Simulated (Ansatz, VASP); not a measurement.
## P4Pt in VASP and in Ansatz

The input INCAR:

```
PREC = Accurate
ENCUT = 500
EDIFF = 1E-6
ISMEAR = 0
SIGMA = 0.1
LREAL = F
LASPH = T
NELM = 120
ALGO = Normal
ISIF = 2
LWAVE = F
LCHARG = T
GGA = PE
LELF = T
LVHAR = T
NBANDS = 23
GGA_COMPAT = F
```

KPOINTS

```
Automatic mesh
0
Gamma
  4 4 4
```

Contents of POSCAR:

```
P4Pt
1.0
    4.6193639500      0.0000000000      0.0000000000
    0.0000000000      4.6193639500      0.0000000000
    0.0000000000      0.0000000000      4.6193639500
P Pt
4 1
Direct
    0.0000000000      0.5000000000      0.5000000000
    0.5000000000      0.0000000000      0.5000000000
    0.5000000000      0.5000000000      0.0000000000
    0.0000000000      0.0000000000      0.0000000000
    0.5000000000      0.5000000000      0.5000000000
```

Input for Ansatz:

```yaml
crystal:
  lattice:
    - [4.61936395, 0.0, 0.0]
    - [0.0, 4.61936395, 0.0]
    - [0.0, 0.0, 4.61936395]
  atoms:
    - { symbol: P, position: [0.0, 0.5, 0.5] }
    - { symbol: P, position: [0.5, 0.0, 0.5] }
    - { symbol: P, position: [0.5, 0.5, 0.0] }
    - { symbol: P, position: [0.0, 0.0, 0.0] }
    - { symbol: Pt, position: [0.5, 0.5, 0.5] }
basis:
  ecutwfc: 420
kpoints:
  mp_grid: { grid: [4, 4, 4] }
hamiltonian:
  xc: pbe
scf:
  occupations: { method: gaussian, width: 0.1 }
  lower_state_search: "off"
output:
  forces: true
  stress: true
  eigenvalues: true
```

Alike in both runs: task single point; functional PBE; k mesh 4 × 4 × 4; occupations gaussian, width 0.1 eV; no spin polarisation.

```csv
,VASP,Ansatz
version,VASP 6.6.1,Ansatz 0.2.0
potentials or method,"VASP PAW PBE potentials, release 64 (P, Pt), cutoff 500 eV","scalar-relativistic, plane waves, PAW"
valence electrons in the cell,30,38
```

Ansatz gave:

```
gap on the k mesh at the Fermi level (eV) : none
pressure (GPa)                            : 3.8
```

Question: What did VASP give for the same quantities?

Answer: gap on the k mesh at the Fermi level (eV): none; pressure (GPa): 3.7.

A gap of «none» marks a metal or a gap that the smearing closes. VASP's potentials hold 30 valence electrons a cell and Ansatz's 38, so a difference there can come from the potentials and not from the codes.

Neither program's run includes spin-orbit coupling.
